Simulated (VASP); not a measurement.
Here is a VASP 6.6.1 calculation.

INCAR

```
SYSTEM = AsO
PREC = Accurate ; ENCUT = 520
EDIFF = 1E-6 ; ISMEAR = 0
SIGMA = 0.1 ; LREAL = .FALSE.
LASPH = .TRUE. ; NELM = 60
ALGO = Normal ; ISIF = 2
LWAVE = .FALSE. ; LCHARG = .TRUE.
GGA = PE ; LELF = .TRUE.
LVHAR = .TRUE. ; NBANDS = 32
```

Contents of KPOINTS:

```
regular mesh
0
G
  8 8 6
  0 0 0
```

The input POSCAR:

```
AsO
1.0
    5.4107500232      0.0000000000      0.0000000000
    0.0000000000      4.7125100117      0.0000000000
    0.0000000000      0.0000000000      5.8495270304
As O
4 4
Direct
    0.2019231483      0.2467874897      0.2500000000
    0.7980768517      0.7532125103      0.7500000000
    0.2019231483      0.2532125103      0.7500000000
    0.7980768517      0.7467874897      0.2500000000
    0.8814467415      0.1221896169      0.2500000000
    0.1185532585      0.8778103831      0.7500000000
    0.8814467415      0.3778103831      0.7500000000
    0.1185532585      0.6221896169      0.2500000000
```

Potentials or basis: VASP PAW PBE potentials, release 64 (As, O).

Run with:

```sh
$ cat potpaw_PBE.64/As/POTCAR potpaw_PBE.64/O/POTCAR > POTCAR
$ mpirun -np 1 vasp_std > vasp.out
```

(1) Predict the band gap on the k mesh.

(2) Predict the pressure.

Answers

(1) zero (bands 22 and 23 overlap by 0.04 eV).

(2) 0.7 GPa.

Caveat: this functional lacks dispersion, which binds layers or chains, so the pressure and a relaxed spacing across them are unreliable.
